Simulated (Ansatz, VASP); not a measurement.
CdF2 in VASP and in Ansatz

File INCAR:

```
SYSTEM = CdF2
PREC = Accurate
ENCUT = 520
EDIFF = 1E-6
ISMEAR = 0
SIGMA = 0.05
LREAL = .False.
LASPH = .True.
NELM = 80
ALGO = Normal
ISIF = 2
LWAVE = .False.
LCHARG = .False.
GGA = PS
NBANDS = 20
```

Contents of KPOINTS:

```
regular mesh
0
Gamma
  8 8 8
  0 0 0
```

The input POSCAR:

```
CdF2
1.0
   -0.5838279476      2.4359717814      2.4359717814
    2.4359717814     -0.5838279476      2.4359717814
    2.4359717814      2.4359717814     -0.5838279476
Cd F
1 2
Direct
    0.0000000000      0.0000000000      0.0000000000
    0.2500000000      0.2500000000      0.2500000000
    0.7500000000      0.7500000000      0.7500000000
```

Input for Ansatz:

```yaml
crystal:
  lattice:
    - [-0.5838279476, 2.4359717814, 2.4359717814]
    - [2.4359717814, -0.5838279476, 2.4359717814]
    - [2.4359717814, 2.4359717814, -0.5838279476]
  atoms:
    - { symbol: Cd, position: [0.0, 0.0, 0.0] }
    - { symbol: F, position: [0.25, 0.25, 0.25] }
    - { symbol: F, position: [0.75, 0.75, 0.75] }
basis:
  ecutwfc: 420
kpoints:
  mp_grid: { grid: [8, 8, 8] }
hamiltonian:
  xc: pbesol
scf:
  occupations: { method: gaussian, width: 0.05 }
output:
  forces: true
  stress: true
  eigenvalues: true
```

Alike in both runs: task single point; functional PBEsol; k mesh 8 × 8 × 8; occupations gaussian, width 0.05 eV; no spin polarisation.

```csv
,VASP,Ansatz
version,VASP 6.6.1,Ansatz 0.2.0
potentials or method,"VASP PAW PBE potentials, release 64 (Cd, F), cutoff 520 eV","scalar-relativistic, plane waves, PAW"
valence electrons in the cell,26,34
```

Ansatz gave:

| Quantity | Value |
| --- | --- |
| gap on the k mesh at the Fermi level (eV) | 3.55 |
| least direct gap on the mesh (eV) | 3.95 |
| pressure (GPa) | 22.4 |
| traceless stress, the component that is largest in VASP (GPa) | 20.30 |
| rms of the force components (eV/Å) | 1.828 |

Task: Estimate VASP's values.

Result: gap on the k mesh at the Fermi level (eV): 3.51; least direct gap on the mesh (eV): 3.92; pressure (GPa): 25.1; traceless stress, the component that is largest in VASP (GPa): 23.03; rms of the force components (eV/Å): 2.082.

VASP's potentials were made for PBE, not for PBEsol. Atom by atom the forces differ by 0.254 eV/Å (rms over components). VASP's potentials hold 26 valence electrons a cell and Ansatz's 34, so a difference there can come from the potentials and not from the codes.
